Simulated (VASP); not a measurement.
Runs of VASP 6.6.1 on CaSe. The structure is that of space group F-43m (No. 216), or close to it. The cells are those of the table. 

```csv
cell,gap on the mesh (eV),pressure (GPa)
"a = 4.703, b = 4.703, c = 4.597 Å, angles 60.7, 60.7, 58.5°, 2 atoms",2.82,(b)
"a = 4.633, b = 4.633, c = 4.527 Å, angles 60.8, 60.8, 58.5°, 2 atoms",2.95,-1.2
"a = 4.597 Å, angles 60.0°, 2 atoms",(c),-1.2
"a = 4.702, b = 4.702, c = 4.667 Å, angles 60.2, 60.2, 59.5°, 2 atoms",2.83,-3.0
"a = 4.562, b = 4.562, c = 4.527 Å, angles 60.3, 60.3, 59.5°, 2 atoms",3.09,-0.1
"a = 4.667, b = 4.667, c = 4.597 Å, angles 60.5, 60.5, 59.0°, 2 atoms",(d),-2.1
"a = 4.597, b = 4.597, c = 4.527 Å, angles 60.5, 60.5, 59.0°, 2 atoms",3.02,-0.7
"a = 4.702, b = 4.702, c = 4.737 Å, angles 59.8, 59.8, 60.5°, 2 atoms",(a),-3.3
"a = 4.632, b = 4.632, c = 4.667 Å, angles 59.8, 59.8, 60.5°, 2 atoms",2.93,-2.1
"a = 4.737, b = 4.737, c = 4.667 Å, angles 60.5, 60.5, 59.0°, 2 atoms",2.76,-3.3
"a = 4.772, b = 4.772, c = 4.737 Å, angles 60.2, 60.2, 59.5°, 2 atoms",2.70,-4.0
"a = 4.562, b = 4.562, c = 4.597 Å, angles 59.7, 59.7, 60.5°, 2 atoms",3.06,-0.7
```

Alike in all rows: task single point; level LDA; potentials or basis VASP PAW LDA potentials, release 64 (Ca_sv, Se); no spin polarisation; k mesh 6 × 6 × 6; cutoff (eV) 520; smearing gaussian 0.05 eV.

**Question.** Estimate the missing entries.

**Answer.** (a) 2.79; (b) -2.6; (c) 3.03; (d) 2.89.

A k mesh can miss the band edges, and the runs leave out spin-orbit coupling on Se.
